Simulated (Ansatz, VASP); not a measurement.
## Ir: VASP beside Ansatz

```
Ir
1.0
     0.00000    1.90609    1.90609
     1.90609    0.00000    1.90609
     1.90609    1.90609    0.00000
Ir
1
Direct
  0.00000 0.00000 0.00000
```

Alike in both runs: task single point; functional LDA; k mesh 9 × 9 × 9; occupations fermi-dirac, width 0.1 eV; no spin polarisation.

|  | VASP | Ansatz |
| --- | --- | --- |
| version | VASP 6.6.1 | Ansatz 0.2.0 |
| potentials or method | VASP PAW LDA potentials, release 64 (Ir_sv_GW), cutoff 560 eV | plane waves (420 eV) with PAW, scalar-relativistic |
| valence electrons in the cell | 17 | 17 |

Ansatz gave:

- pressure (GPa): -0.7

Problem. Estimate VASP's values.

Solution. Pressure (GPa): -1.1.

Ansatz warns that its potentials were made for another functional, while VASP's fit it. LDA's correlation is that of Perdew and Zunger in VASP and of Perdew and Wang (1992) in Ansatz.

Neither program's run includes spin-orbit coupling.
